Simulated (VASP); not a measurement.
# Ge: single point with PBE+D3(BJ)

The system is Ge, a slab with vacuum.

```
Ge
1.0
     3.96500    0.00000    0.00000
    -1.98250    3.43379    0.00000
     0.00000    0.00000   28.00000
Ge
2
Direct
  0.33333 0.66667 0.51571
  0.66667 0.33333 0.48429
```

```
Program             : VASP 6.6.1
Task                : single point
Functional          : PBE
Dispersion          : D3(BJ)
Potentials or basis : VASP PAW PBE potentials, release 64 (Ge_d)
Cutoff              : 520 eV
k mesh              : 12 × 12 × 1
Occupations         : gaussian, width 0.1 eV
Spin                : no spin polarisation
```

```yaml
Largest_force: 0.711 eV/Å
Band_gap_on_the_k_mesh: zero (bands 14 and 15 overlap by 0.28 eV)
Dispersion_energy_per_atom: -0.158 eV
```

Forces on the atoms (eV/Å):
```
Ge   0.000  0.000 -0.711
Ge   0.000  0.000  0.711
```

Levels at points of the mesh, in eV from the Fermi level:
```
           k point  band 12  band 13  band 14  band 15  band 16  band 17
(0.00, 0.00, 0.00)    -3.96     0.06     0.06     1.39     1.73     4.07
(0.50, 0.00, 0.00)    -7.18    -1.56    -1.41     0.40     2.10     5.02
```

Wall time 5.2 min on 1 thread of Intel(R) Xeon(R) 6975P-C (Granite Rapids), on a shared host, peak memory 0.53 GiB.
